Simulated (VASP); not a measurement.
BP: single point with PBE

Crystal: BP.

```
CELL_PARAMETERS angstrom
0.00000 2.25125 2.25125
2.25125 0.00000 2.25125
2.25125 2.25125 0.00000
ATOMIC_POSITIONS crystal
B 0.00000 0.00000 0.00000
P 0.25000 0.25000 0.25000
```

This cell differs from its parent crystal: volume changed by -3%.

* Program: VASP 6.6.1
* Task: single point
* Functional: PBE
* Potentials or basis: VASP PAW PBE potentials, release 64 (B, P)
* Cutoff: 520 eV
* k mesh: 8 × 8 × 8
* Occupations: gaussian, width 0.01 eV
* Spin: no spin polarisation

```yaml
Pressure: 5.0 GPa
Band_gap_on_the_k_mesh: 1.24 eV, indirect (least direct gap 3.44 eV)
```

Levels at points of the mesh, in eV from the valence-band top:
```tsv
k point	band 1	band 2	band 3	band 4	band 5	band 6	band 7	band 8	band 9
(0.00, 0.00, 0.00)	-15.67	0.00	0.00	0.00	3.44	3.44	3.44	7.74	11.67
(0.50, 0.00, 0.00)	-12.26	-9.20	-1.79	-1.79	3.92	4.73	4.73	10.21	14.78
(0.50, 0.50, 0.00)	-10.69	-8.71	-4.20	-4.20	1.28	1.64	12.35	12.35	15.52
```

Wall time 18 s on 1 thread of Intel Xeon 6975P-C (shared host), peak memory 0.1 GiB.

 A k mesh can miss the band edges.
